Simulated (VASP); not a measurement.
# MgS in VASP: notebook

The runs below take MgS through single point, with LDA.

Everything below comes from runs of VASP 6.6.1. Logs are shortened: lines on timing, memory, paths and dates and some standing lists are left out, and cuts for length are marked.

### Step 1. The cell of the first run

The structure is cubic, space group Fm-3m (No. 225). The conventional cell has a = 5.168 Å, b = 5.168 Å, c = 5.168 Å, α = 90.00°, β = 90.00°, γ = 90.00°. Mg (site symmetry m-3m) has 6 S at 2.58 Å within 3.4 Å. S (site symmetry m-3m) has 6 Mg at 2.58 Å within 3.4 Å.

### Step 2. Single point, LDA (volume scaled by 0.98)

INCAR

```
SYSTEM = MgS
PREC = Accurate
ENCUT = 520
EDIFF = 1E-7
ISMEAR = -1
SIGMA = 0.01
LREAL = .FALSE.
LASPH = .TRUE.
NELM = 60
ALGO = Normal
ISIF = 2
LWAVE = .FALSE.
LCHARG = .FALSE.
NBANDS = 11
```

KPOINTS

```
Automatic mesh
0
G
  8 8 8
  0 0 0
```

POSCAR

```
MgS
1.0
    0.0000000000      2.5841887356      2.5841887356
    2.5841887356      0.0000000000      2.5841887356
    2.5841887356      2.5841887356      0.0000000000
Mg S
1 1
Direct
    0.0000000000      0.0000000000      0.0000000000
    0.5000000000      0.5000000000      0.5000000000
```

Potentials or basis: VASP PAW LDA potentials, release 64 (Mg, S).

Launch:

```console
$ cat potpaw_LDA.64/Mg/POTCAR potpaw_LDA.64/S/POTCAR > POTCAR
$ mpirun -np 1 vasp_std > vasp.out
```

OUTCAR:

```text
SYSTEM = MgS
   PREC = Accurate
   ENCUT = 520
   EDIFF = 1E-7
   ISMEAR = -1
   LREAL = .FALSE.
   LASPH = .TRUE.
   NELM = 60
   ISIF = 2

 ion  position               nearest neighbor table
   1  0.000  0.000  0.000-   2 2.58   2 2.58   2 2.58   2 2.58   2 2.58   2 2.58
   2  0.500  0.500  0.500-   1 2.58   1 2.58   1 2.58   1 2.58   1 2.58   1 2.58

  LATTYP: Found a face centered cubic cell.
 ALAT       =     5.1683774712

  Lattice vectors:

 A1 = (   0.0000000000,   2.5841887356,   2.5841887356)
 A2 = (   2.5841887356,   0.0000000000,   2.5841887356)
 A3 = (   2.5841887356,   2.5841887356,   0.0000000000)

Analysis of symmetry for initial positions (statically):
=====================================================================
 Subroutine PRICEL returns:
 Original cell was already a primitive cell.

 Routine SETGRP: Setting up the symmetry group for a
 face centered cubic supercell.

 Subroutine GETGRP returns: Found 48 space group operations
 (whereof 48 operations were pure point group operations)
 out of a pool of 48 trial point group operations.

The static configuration has the point symmetry O_h .

Analysis of symmetry for dynamics (positions and initial velocities):
=====================================================================
 Subroutine PRICEL returns:
 Original cell was already a primitive cell.

 Routine SETGRP: Setting up the symmetry group for a
 face centered cubic supercell.

 Subroutine GETGRP returns: Found 48 space group operations
 (whereof 48 operations were pure point group operations)
 out of a pool of 48 trial point group operations.

The dynamic configuration has the point symmetry O_h .

 Subroutine INISYM returns: Found 48 space group operations
 (whereof 48 operations are pure point group operations),
 and found     1 'primitive' translations

----------------------------------------------------------------------------------------

                                     Primitive cell

  volume of cell :      34.5146

  direct lattice vectors                    reciprocal lattice vectors
     0.000000000  2.584188736  2.584188736    -0.193484320  0.193484320  0.193484320
     2.584188736  0.000000000  2.584188736     0.193484320 -0.193484320  0.193484320
     2.584188736  2.584188736  0.000000000     0.193484320  0.193484320 -0.193484320

  length of vectors
     3.654594758  3.654594758  3.654594758     0.335124673  0.335124673  0.335124673

  position of ions in fractional coordinates (direct lattice)
     0.000000000  0.000000000  0.000000000
     0.500000000  0.500000000  0.500000000

  ion indices of the primitive-cell ions
   primitive index   ion index
                 1           1
                 2           2

----------------------------------------------------------------------------------------

 KPOINTS: Automatic mesh

Automatic generation of k-mesh.
 Grid dimensions read from file:
 generate k-points for:    8    8    8

 Generating k-lattice:

  Cartesian coordinates                     Fractional coordinates (reciprocal lattice)
    -0.024185540  0.024185540  0.024185540     0.125000000  0.000000000  0.000000000
     0.024185540 -0.024185540  0.024185540     0.000000000  0.125000000  0.000000000
     0.024185540  0.024185540 -0.024185540     0.000000000  0.000000000  0.125000000

  Length of vectors
     0.041890584  0.041890584  0.041890584

  Shift w.r.t. Gamma in fractional coordinates (k-lattice)
     0.000000000  0.000000000  0.000000000

 Subroutine IBZKPT returns following result:
 ===========================================

 Found     29 irreducible k-points:

 Following reciprocal coordinates:
            Coordinates               Weight
  0.000000  0.000000  0.000000      1.000000
  0.125000  0.000000  0.000000      8.000000
  0.250000  0.000000  0.000000      8.000000
  0.375000  0.000000  0.000000      8.000000
  0.500000  0.000000  0.000000      4.000000
  0.125000  0.125000  0.000000      6.000000
[... 16 lines left out ...]
  0.500000  0.250000  0.125000     48.000000
 -0.375000  0.250000  0.125000     24.000000
 [... further k-points ...]
   k-points           NKPTS =     29   k-points in BZ     NKDIM =     29   number of bands    NBANDS=     11
   number of dos      NEDOS =    301   number of ions     NIONS =      2
   total plane-waves  NPLWV =  21952
   dimension x,y,z NGX =    28 NGY =   28 NGZ =   28
   dimension x,y,z NGXF=    56 NGYF=   56 NGZF=   56
   ions per type =               1   1
   NGX,Y,Z   is equivalent  to a cutoff of  12.74, 12.74, 12.74 a.u.
   NGXF,Y,Z  is equivalent  to a cutoff of  25.47, 25.47, 25.47 a.u.
 SYSTEM =  MgS
   PREC   = accura    normal or accurate (medium, high low for compatibility)
   ISTART =      0    job   : 0-new  1-cont  2-samecut
   ICHARG =      2    charge: 1-file 2-atom 10-const
   ISPIN  =      1    spin polarized calculation?
   LNONCOLLINEAR =      F non collinear calculations
   LSORBIT =      F    spin-orbit coupling
   LASPH  =      T    aspherical Exc in radial PAW
   ENCUT  =  520.0 eV  38.22 Ry    6.18 a.u.   6.80  6.80  6.80*2*pi/ulx,y,z
   NELM   =     60;   NELMIN=  2; NELMDL= -5     # of ELM steps
   EDIFF  = 0.1E-06   stopping-criterion for ELM
   LREAL  =      F    real-space projection
   EDIFFG = 0.1E-05   stopping-criterion for IOM
   NSW    =      0    number of steps for IOM
   IBRION =     -1    ionic relax: 0-MD 1-quasi-New 2-CG
   NFREE  =      0    steps in history (QN), initial steepest desc. (CG)
   ISIF   =      2    stress and relaxation
   ISYM   =      2    0-nonsym 1-usesym 2-fastsym
   POTIM  = 0.5000    time-step for ionic-motion
   TEBEG  =    0.0;   TEEND  =   0.0 temperature during run
   PSTRESS=    0.0 pullay stress
   NELECT =       8.0000    total number of electrons
   NUPDOWN=      -1.0000    fix difference up-down
   EMIN   =  10.00;   EMAX   =-10.00  energy-range for DOS
   EFERMI =   0.00;   METHOD = LEGACY
   ISMEAR =    -1;   SIGMA  =   0.01  broadening in eV -4-tet -1-fermi 0-gaus
   EFERMI_NEDOS =   21; number of points for ismear=-14 and -15
   IALGO  =     38    algorithm
   IMIX   =      4    mixing-type and parameters
     AMIX     =   0.40;   BMIX     =  1.00
     AMIX_MAG =   1.60;   BMIX_MAG =  1.00
  volume/ion in A,a.u.               =      17.26       116.46
  Fermi-wavevector in a.u.,A,eV,Ry     =   1.005628  1.900361 13.759398  1.011287
  Thomas-Fermi vector in A             =   2.138319
   LORBIT       =      0    0 simple, 1 ext, 2 COOP (PROOUT), +10 PAW based schemes
   GGA     = CA    functional components
   LHFCALC =     F    Hartree Fock is set to
   AEXX    =    0.0000 exact exchange contribution
   IVDW    =     0    specifies the selected vdW correction
   LEPSILON=     F    determine dielectric tensor
   LRPA    =     F    only Hartree local field effects (RPA)
 non-spin polarized calculation
  energy-cutoff  :      520.00
  volume of cell :       34.51
 maximum number of plane-waves:       950
   NGX = 13   NGY = 13   NGZ = 13

 number of electron       7.9999999 magnetization

 Free energy of the ion-electron system (eV)
  ---------------------------------------------------
  ext. energy  EPLUGINS =         0.00000000
  ---------------------------------------------------
  free energy    TOTEN  =        -9.58490870 eV

  energy without entropy =       -9.58490870  energy(sigma->0) =       -9.58490870

 E-fermi :   4.0188     XC(G=0): -10.0713

 val. band max:        3.7643996665   @ k =   0.0000   0.0000   0.0000
 cond. band min:       6.3654640988   @ k =   0.5000   0.5000   0.0000
 fundamental gap:      2.6010644323
 Fermi energy:         4.0188353791

 k-point     1 :       0.0000    0.0000    0.0000
  band No.  band energies     occupation
      1      -8.9932      2.00000
      2       3.7644      2.00000
      3       3.7644      2.00000
      4       3.7644      2.00000
      5       7.4168      0.00000
      6      11.5884      0.00000
      7      11.5884      0.00000
      8      11.5884      0.00000
      9      14.0515      0.00000
     10      14.0515      0.00000
     11      16.1658      0.00000

 k-point     2 :       0.1250    0.0000    0.0000
  band No.  band energies     occupation
      1      -8.8349      2.00000
      2       2.6742      2.00000
      3       3.6579      2.00000
      4       3.6579      2.00000
      5       8.2268      0.00000
      6      11.2796      0.00000
      7      11.8445      0.00000
      8      11.8445      0.00000
      9      13.3851      0.00000
     10      13.3851      0.00000
     11      16.3199      0.00000

 k-point     3 :       0.2500    0.0000    0.0000
  band No.  band energies     occupation
      1      -8.4046      2.00000
      2       0.8548      2.00000
      3       3.4267      2.00000
      4       3.4267      2.00000
      5       8.6157      0.00000
      6      11.4578      0.00000
      7      11.4578      0.00000
      8      12.0245      0.00000
      9      13.9694      0.00000
     10      13.9694      0.00000
     11      15.5090      0.00000

 k-point     4 :       0.3750    0.0000    0.0000
  band No.  band energies     occupation
      1      -7.8734      2.00000
      2      -0.6451      2.00000
      3       3.2243      2.00000
      4       3.2243      2.00000
      5       8.3148      0.00000
      6      10.7804      0.00000
      7      10.7804      0.00000
      8      13.5171      0.00000
      9      15.2124      0.00000
     10      15.9690      0.00000
     11      15.9690      0.00000
[... 239 lines left out ...]
 k-point    22 :       0.3750    0.2500    0.1250
  band No.  band energies     occupation
      1      -8.0663      2.00000
      2       0.5862      2.00000
      3       2.2362      2.00000
      4       3.0552      2.00000
      5       9.4559      0.00000
      6      10.1179      0.00000
      7      10.7567      0.00000
      8      12.8850      0.00000
      9      13.8232      0.00000
     10      16.7207      0.00000
     11      18.5194      0.00000

 k-point    23 :       0.5000    0.2500    0.1250
  band No.  band energies     occupation
      1      -7.6157      2.00000
      2      -0.2958      2.00000
      3       1.6778      2.00000
      4       2.7261      2.00000
      5       9.2554      0.00000
      6      10.0432      0.00000
      7      11.4790      0.00000
      8      12.6935      0.00000
      9      15.3784      0.00000
     10      17.9505      0.00000
     11      18.5930      0.00000

 k-point    24 :      -0.3750    0.2500    0.1250
  band No.  band energies     occupation
      1      -7.3979      2.00000
      2      -0.7119      2.00000
      3       1.5306      2.00000
      4       2.5575      2.00000
      5       9.2031      0.00000
      6       9.7593      0.00000
      7      12.0899      0.00000
      8      13.1477      0.00000
      9      15.9560      0.00000
     10      16.9758      0.00000
     11      19.2451      0.00000

 [... further k-points ...]
[... 5 lines left out ...]
  --------------------------------------------------------------------------------------
  -------------------------------------------------------------------------------------
  Total       -0.5163064     -0.5163064     -0.5163064      0.0000000      0.0000000     -0.0000000
  in kB      -23.9670939    -23.9670939    -23.9670939      0.0000000      0.0000000     -0.0000000
  external PRESSURE =     -23.9670939 kB  Pullay stress =       0.0000000 kB

 VOLUME and BASIS-vectors are now :
 -----------------------------------------------------------------------------
  energy-cutoff  :      520.00
  volume of cell :       34.51
      direct lattice vectors                 reciprocal lattice vectors
     0.000000000  2.584188736  2.584188736    -0.193484320  0.193484320  0.193484320
     2.584188736  0.000000000  2.584188736     0.193484320 -0.193484320  0.193484320
     2.584188736  2.584188736  0.000000000     0.193484320  0.193484320 -0.193484320

 POSITION                                       TOTAL-FORCE (eV/Angst)
 -----------------------------------------------------------------------------------
      0.00000      0.00000      0.00000        -0.000000     -0.000000     -0.000000
      2.58419      2.58419      2.58419         0.000000      0.000000      0.000000
 -----------------------------------------------------------------------------------
    total drift:                                0.000000      0.000000      0.000000

  FREE ENERGIE OF THE ION-ELECTRON SYSTEM (eV)
  ---------------------------------------------------
  free  energy   TOTEN  =        -9.5849086970 eV

  energy  without entropy=       -9.5849086970  energy(sigma->0) =       -9.58490870
```

It took 4.6 s on 1 thread of Intel Xeon 6975P-C (Granite Rapids), shared host; peak memory 0.14 GiB.

What came out:

```
Free energy            : -9.5849 eV
Pressure               : -2.4 GPa
Band gap on the k mesh : 2.60 eV, indirect (least direct gap 3.65 eV)
```

Levels at points of the mesh, in eV from the valence-band top:
```
           k point  band 1  band 2  band 3  band 4  band 5  band 6  band 7  band 8  band 9
(0.00, 0.00, 0.00)  -12.76    0.00    0.00    0.00    3.65    7.82    7.82    7.82   10.29
(0.50, 0.00, 0.00)  -11.37   -5.02   -0.62   -0.62    4.41    6.77    6.77   10.06   12.06
(0.50, 0.50, 0.00)  -10.98   -4.36   -1.75   -1.75    2.60    4.19   11.99   12.81   13.30
```

### Step 3. Single point, LDA (volume scaled by 1.02)

INCAR

```
ALGO = Normal
EDIFF = 1E-6
ENCUT = 520
ISIF = 2
ISMEAR = -1
LASPH = T
LCHARG = T
LELF = T
LREAL = F
LVHAR = T
LWAVE = F
NBANDS = 11
NELM = 60
PREC = Accurate
SIGMA = 0.01
```

KPOINTS

```
k-points
0
Gamma
  8 8 8
```

POSCAR

```
MgS
1.0
    0.0000000000      2.6188799723      2.6188799723
    2.6188799723      0.0000000000      2.6188799723
    2.6188799723      2.6188799723      0.0000000000
Mg S
1 1
Direct
    0.0000000000      0.0000000000      0.0000000000
    0.5000000000      0.5000000000      0.5000000000
```

Potentials or basis: VASP PAW LDA potentials, release 64 (Mg, S).

Launch:

```console
$ cat potpaw_LDA.64/Mg/POTCAR potpaw_LDA.64/S/POTCAR > POTCAR
$ mpirun -np 1 vasp_std > vasp.out
```

OUTCAR:

```text
EDIFF = 1E-6
   ENCUT = 520
   ISIF = 2
   ISMEAR = -1
   LASPH = T
   LREAL = F
   NELM = 60
   PREC = Accurate

 ion  position               nearest neighbor table
   1  0.000  0.000  0.000-   2 2.62   2 2.62   2 2.62   2 2.62   2 2.62   2 2.62
   2  0.500  0.500  0.500-   1 2.62   1 2.62   1 2.62   1 2.62   1 2.62   1 2.62

  LATTYP: Found a face centered cubic cell.
 ALAT       =     5.2377599446

  Lattice vectors:

 A1 = (   0.0000000000,   2.6188799723,   2.6188799723)
 A2 = (   2.6188799723,   0.0000000000,   2.6188799723)
[... 511 lines left out ...]
      6       9.3127      0.00000
      7      11.6007      0.00000
      8      12.5883      0.00000
      9      15.4186      0.00000
     10      16.2808      0.00000
     11      18.6416      0.00000

 [... further k-points ...]
[... 5 lines left out ...]
  --------------------------------------------------------------------------------------
  -------------------------------------------------------------------------------------
  Total       -1.1560255     -1.1560255     -1.1560255      0.0000000      0.0000000      0.0000000
  in kB      -51.5586136    -51.5586136    -51.5586136      0.0000000      0.0000000      0.0000000
  external PRESSURE =     -51.5586136 kB  Pullay stress =       0.0000000 kB

 VOLUME and BASIS-vectors are now :
 -----------------------------------------------------------------------------
  energy-cutoff  :      520.00
  volume of cell :       35.92
      direct lattice vectors                 reciprocal lattice vectors
     0.000000000  2.618879972  2.618879972    -0.190921312  0.190921312  0.190921312
     2.618879972  0.000000000  2.618879972     0.190921312 -0.190921312  0.190921312
     2.618879972  2.618879972  0.000000000     0.190921312  0.190921312 -0.190921312

 POSITION                                       TOTAL-FORCE (eV/Angst)
 -----------------------------------------------------------------------------------
      0.00000      0.00000      0.00000        -0.000000      0.000000      0.000000
      2.61888      2.61888      2.61888         0.000000     -0.000000     -0.000000
 -----------------------------------------------------------------------------------
    total drift:                                0.000000      0.000000      0.000000

  FREE ENERGIE OF THE ION-ELECTRON SYSTEM (eV)
  ---------------------------------------------------
  free  energy   TOTEN  =        -9.5516833412 eV

  energy  without entropy=       -9.5516833412  energy(sigma->0) =       -9.55168334
```

stdout:

```text
POSCAR found type information on POSCAR MgS
 POSCAR found :  2 types and       2 ions
 scaLAPACK will be used
 LDA part: xc-table for (Slater(with rela. corr.)+CA(PZ))
 , standard interpolation
 POSCAR, INCAR and KPOINTS ok, starting setup
 FFT: planning ... GRIDC
 FFT: planning ... GRID_SOFT
 FFT: planning ... GRID
 WAVECAR not read
 entering main loop
```

Run time: 5 s. Hardware: 1 thread of Intel Xeon 6975P-C (Granite Rapids), shared host; peak memory 0.14 GiB.

What came out:

- Free energy: -9.5517 eV
- Pressure: -5.2 GPa
- Band gap on the k mesh: 2.52 eV, indirect (least direct gap 3.34 eV)

Levels at points of the mesh, in eV from the valence-band top:
```
           k point  band 1  band 2  band 3  band 4  band 5  band 6  band 7  band 8
(0.00, 0.00, 0.00)  -12.53    0.00    0.00    0.00    3.34    7.85    7.85    7.85
(0.50, 0.00, 0.00)  -11.25   -4.80   -0.57   -0.57    4.35    6.72    6.72    9.63
(0.50, 0.50, 0.00)  -10.88   -4.15   -1.66   -1.66    2.52    4.31   11.60   12.70
```

### Step 4. Single point, LDA (equal xy, yz and zx shear strains of -2 %)

INCAR

```
SYSTEM = MgS
  PREC = Accurate
  ENCUT = 520
  EDIFF = 1E-7
  ISMEAR = -1
  SIGMA = 0.01
  LREAL = .FALSE.
  LASPH = .TRUE.
  NELM = 80
  ALGO = Normal
  ISIF = 2
  LWAVE = .FALSE.
  LCHARG = .TRUE.
  LELF = .TRUE.
  LVHAR = .TRUE.
  NBANDS = 11
```

KPOINTS

```
Automatic mesh
0
G
  8 8 8
  0 0 0
```

POSCAR

```
MgS
1.0
   -0.0520330000      2.5756335000      2.5756335000
    2.5756335000     -0.0520330000      2.5756335000
    2.5756335000      2.5756335000     -0.0520330000
Mg S
1 1
Direct
    0.0000000000      0.0000000000      0.0000000000
    0.5000000000      0.5000000000      0.5000000000
```

Launch:

```console
$ cat potpaw_LDA.64/Mg/POTCAR potpaw_LDA.64/S/POTCAR > POTCAR
$ mpirun -np 1 vasp_std > vasp.out
```

Run time: 20 s. Hardware: 1 thread of Intel Xeon 6975P-C (Granite Rapids), shared host; peak memory 0.15 GiB.

It converged, with:

| Item | Value |
| --- | --- |
| Free energy | -9.5645 eV |
| Pressure | -3.8 GPa |
| Band gap on the k mesh | 2.37 eV, indirect (least direct gap 3.30 eV) |

Stress tensor (GPa, compression positive):
```
-3.83  1.06  1.06
 1.06 -3.83  1.06
 1.06  1.06 -3.83
```

Levels at points of the mesh, in eV from the valence-band top:
| k point | band 2 | band 3 | band 4 | band 5 | band 6 | band 7 |
| --- | --- | --- | --- | --- | --- | --- |
| (0.00, 0.00, 0.00) | -0.26 | -0.26 | 0.00 | 3.30 | 7.49 | 7.49 |
| (0.50, 0.00, 0.00) | -5.12 | -0.80 | -0.65 | 4.26 | 6.52 | 6.79 |
| (0.50, 0.50, 0.00) | -4.43 | -2.01 | -1.75 | 2.37 | 4.09 | 11.55 |
| (0.50, 0.50, 0.50) | -4.99 | -0.91 | -0.91 | 3.99 | 6.33 | 6.33 |

Caveat: the cell differs from its parent crystal (equal xy, yz and zx shear strains of -2 %).

### Step 5. Summary

```tsv
cell	gap on the mesh (eV)	pressure (GPa)
a = 3.655 Å, angles 60.0°, 2 atoms	2.60	-2.4
a = 3.704 Å, angles 60.0°, 2 atoms	2.52	-5.2
a = 3.643 Å, angles 61.3°, 2 atoms	2.37	-3.8
```

Alike in all rows: task single point; level LDA; potentials or basis VASP PAW LDA potentials, release 64 (Mg, S); no spin polarisation; k mesh 8 × 8 × 8; cutoff (eV) 520; smearing fermi-dirac 0.01 eV.

Total energies depend on the potentials used, so only differences within one code and one set of settings carry meaning.
